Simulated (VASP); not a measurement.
Wanted: the native input for a VASP 6.6.1 run.

```yaml
Task: single point
Functional: PBEsol
Potentials_or_basis: VASP PAW PBE potentials, release 64 (Ni, Al)
Cutoff: 520 eV
k_mesh: 8 × 8 × 8
Occupations: fermi-dirac, width 0.05 eV
Spin: collinear spin, ferromagnetic start
Starting_moments: "[1.0, 1.0, 1.0, 0.0] μB"
Dipole_correction: no
Further_INCAR_settings: ALGO = Normal; EDIFF = 1e-06; NBANDS = 28
```

The structure of AlNi3 lies in POSCAR:

```
AlNi3
1.0
    0.0000000000      2.7224811159      2.7224811159
    2.7224811159      0.0000000000      2.7224811159
    2.7224811159      2.7224811159      0.0000000000
Ni Al
3 1
Direct
    0.7500000000      0.7500000000      0.7500000000
    0.0000000000      0.0000000000      0.0000000000
    0.2500000000      0.2500000000      0.2500000000
    0.5000000000      0.5000000000      0.5000000000
```

The input as run:

INCAR

```
SYSTEM = AlNi3
PREC = Accurate ; ENCUT = 520
EDIFF = 1E-6 ; ISMEAR = -1
SIGMA = 0.05 ; LREAL = .False.
LASPH = .True. ; NELM = 150
ALGO = Normal ; ISIF = 2
LWAVE = .False. ; LCHARG = .False.
ISPIN = 2 ; MAGMOM = 1 1 1 0
LORBIT = 11 ; LMAXMIX = 4
GGA = PS ; NBANDS = 28
```

KPOINTS

```
Automatic mesh
0
Gamma
  8 8 8
  0 0 0
```

Potentials or basis: VASP PAW PBE potentials, release 64 (Ni, Al).

Launch:

```console
$ cat potpaw_PBE.64/Ni/POTCAR potpaw_PBE.64/Al/POTCAR > POTCAR
$ mpirun -np 1 vasp_std > vasp.out
```

Results of the run:

```
Pressure                                              : 20.0 GPa
Net moment                                            : 0.00 μB per cell
Valence electrons inside the program's atomic spheres : Ni 9.64, 9.59; Al 0.87
```

Caveat: the PAW data sets were made with another functional, which shifts forces and pressure a little.

Wall time 59 s on 1 thread of Intel(R) Xeon(R) 6975P-C (Granite Rapids), on a shared host, peak memory 0.21 GiB.
